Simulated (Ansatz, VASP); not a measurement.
# One calculation of Hf2H5, two programs

```
Hf H
1.0
     3.80616    0.00000    0.00000
     0.00000    3.80616    0.00000
     0.00000    0.00000    6.31162
Hf H
2 5
Direct
  0.50000 0.00000 0.34986
  0.00000 0.50000 0.34986
  0.00000 0.00000 0.39003
  0.15925 0.15925 0.87513
  0.84075 0.84075 0.87513
  0.84075 0.15925 0.87513
  0.15925 0.84075 0.87513
```

Alike in both runs: task relaxation of cell and atoms; functional PBE; k mesh 4 × 4 × 3; occupations gaussian, width 0.2 eV; no spin polarisation.

|  | VASP | Ansatz |
| --- | --- | --- |
| version | VASP 6.6.1 | Ansatz 0.2.0 |
| potentials or method | VASP PAW PBE potentials, release 64 (Hf_pv, H), cutoff 600 eV | scalar-relativistic, plane waves, PAW |
| valence electrons in the cell | 25 | 57 |

```csv
,VASP,Ansatz,Ansatz less VASP
"gap on the k mesh at the Fermi level, each at its own relaxed structure (eV)",none,none,-
relaxed volume (Å³/atom),8.32,8.31,-0.007
relaxed length of the cell vector where the two differ most in proportion (Å),3.024,3.048,+0.0237
```

A gap of «none» marks a metal or a gap that the smearing closes. VASP's potentials hold 25 valence electrons a cell and Ansatz's 57, so a difference there can come from the potentials and not from the codes.

The k mesh is coarse, so the values compare programs but aren't converged. Spin-orbit coupling is off throughout. Noted on VASP's run: the volume moved by over 15 % at a fixed basis, so the end points are rough.
